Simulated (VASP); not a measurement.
Be16C (a cell with a defect): single point with PBE+D3(BJ)

The system is Be16C (a cell with a defect).

```
Be C
1.0
    -2.29000   -3.96640    0.00000
     3.43500   -1.98320    0.00000
     0.00000    0.00000    7.17686
Be C
16 1
Direct
  0.70644 0.47784 0.00260
  0.49938 0.31686 0.25541
  0.74658 0.49667 0.49781
  0.49938 0.29260 0.74174
  0.49938 0.01155 0.00090
  0.25422 0.83549 0.24913
  0.49938 0.98873 0.49652
  0.25305 0.82423 0.75628
  0.29231 0.47783 0.00260
  0.99938 0.34125 0.25891
  0.25217 0.49667 0.49781
  0.99938 0.36750 0.74512
  0.99937 0.06506 0.00737
  0.74453 0.83549 0.24913
  0.99938 0.00168 0.49817
  0.74571 0.82423 0.75628
  0.99938 0.67322 0.92296
```

```json
{
  "Program": "VASP 6.6.1",
  "Task": "single point",
  "Functional": "PBE",
  "Dispersion": "D3(BJ)",
  "Potentials or basis": "VASP PAW PBE potentials, release 64 (Be, C)",
  "Cutoff": "520 eV",
  "k mesh": "5 × 5 × 3",
  "Occupations": "gaussian, width 0.15 eV",
  "Spin": "no spin polarisation"
}
```

```yaml
Pressure: 1.1 GPa
Largest_force: 1.873 eV/Å
Band_gap_on_the_k_mesh: zero (bands 18 and 19 overlap by 0.62 eV)
Dispersion_energy_per_atom: -0.349 eV
```

Forces on the atoms (eV/Å):
```
Be   0.115 -0.332  0.207
Be   0.209 -0.120  0.075
Be  -0.016  0.037  0.026
Be  -0.088  0.051  0.042
Be   0.093 -0.053  0.150
Be  -0.005 -0.057  0.315
Be  -0.001  0.001  0.018
Be  -0.163 -0.056 -0.036
Be   0.345  0.067  0.207
Be  -0.151  0.088  0.197
Be  -0.039 -0.004  0.026
Be   0.086 -0.049 -0.007
Be  -0.396  0.229  0.316
Be   0.047  0.033  0.314
Be   0.010 -0.006  0.058
Be  -0.033  0.170 -0.036
C   -0.013  0.002 -1.873
```

Stress tensor (GPa, compression positive):
```
 0.42  1.86  2.53
 1.86  2.55 -1.46
 2.53 -1.46  0.43
```

Levels at points of the mesh, in eV from the Fermi level:
| k point | band 15 | band 16 | band 17 | band 18 | band 19 | band 20 | band 21 | band 22 |
| --- | --- | --- | --- | --- | --- | --- | --- | --- |
| (0.00, 0.00, 0.00) | -2.06 | -1.29 | -1.12 | -0.12 | 0.69 | 0.74 | 1.42 | 1.72 |

It took 12 min on 1 thread of Intel Xeon 8259CL, on a shared host, peak memory 0.29 GiB.
